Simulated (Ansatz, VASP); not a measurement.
GaSb: VASP beside Ansatz

```
Ga Sb
1.0
     0.00000    3.05669    3.05669
     3.05669    0.00000    3.05669
     3.05669    3.05669    0.00000
Ga Sb
1 1
Direct
  0.00000 0.00000 0.00000
  0.25000 0.25000 0.25000
```

Alike in both runs: functional PBEsol; k mesh 12 × 12 × 12; occupations fermi-dirac, width 0.15 eV; no spin polarisation.

Ansatz relaxed the structure, and its values are those at the end. VASP's run is a single point on that final structure, the one shown.

|  | VASP | Ansatz |
| --- | --- | --- |
| version | VASP 6.6.1 | Ansatz 0.2.0 |
| potentials or method | VASP PAW PBE potentials, release 64 (Ga_d, Sb), cutoff 520 eV | scalar-relativistic, plane waves, PAW |
| valence electrons in the cell | 18 | 28 |

Ansatz gave:

* gap on the k mesh at the Fermi level (eV): none
* pressure (GPa): 0.0

Task: Estimate VASP's values.

Result: gap on the k mesh at the Fermi level (eV): none; pressure (GPa): 0.1.

VASP's potentials were made for PBE, not for PBEsol, and Ansatz warns of the same on its side. A gap of «none» marks a metal or a gap that the smearing closes. VASP's potentials hold 18 valence electrons a cell and Ansatz's 28, so a difference there can come from the potentials and not from the codes.

Neither program's run includes spin-orbit coupling.
